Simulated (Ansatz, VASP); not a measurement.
**One calculation of Ni, two programs**

```xyz
1
Lattice="0.0000 1.7659 1.7659 1.7659 0.0000 1.7659 1.7659 1.7659 0.0000" Properties=species:S:1:pos:R:3 pbc="T T T"
Ni    0.0000    0.0000    0.0000
```

Alike in both runs: task single point; functional r2SCAN; k mesh 14 × 14 × 14; occupations tetrahedron; collinear spin.

|  | VASP | Ansatz |
| --- | --- | --- |
| version | VASP 6.6.1 | Ansatz 0.2.0 |
| potentials or method | VASP PAW PBE potentials, release 64 (Ni), cutoff 660 eV | PAW, plane waves, scalar-relativistic |
| valence electrons in the cell | 10 | 18 |

VASP gave:

- pressure (GPa): -9.0
- net moment per atom (μB): 0.72
- size of the moment on the site where the two differ most (μB): 0.74

Problem. Estimate Ansatz's values.

Solution. Pressure (GPa): -9.2; net moment per atom (μB): 0.74; size of the moment on the site where the two differ most (μB): 0.81.

VASP's potentials were made for PBE, not for r2SCAN. Site moments also hang on the region over which each program counts them. VASP's potentials hold 10 valence electrons a cell and Ansatz's 18, so a difference there can come from the potentials and not from the codes. Ansatz's warnings: band table not solved further, stability check not made, tetrahedron derivatives may miss energy slope.
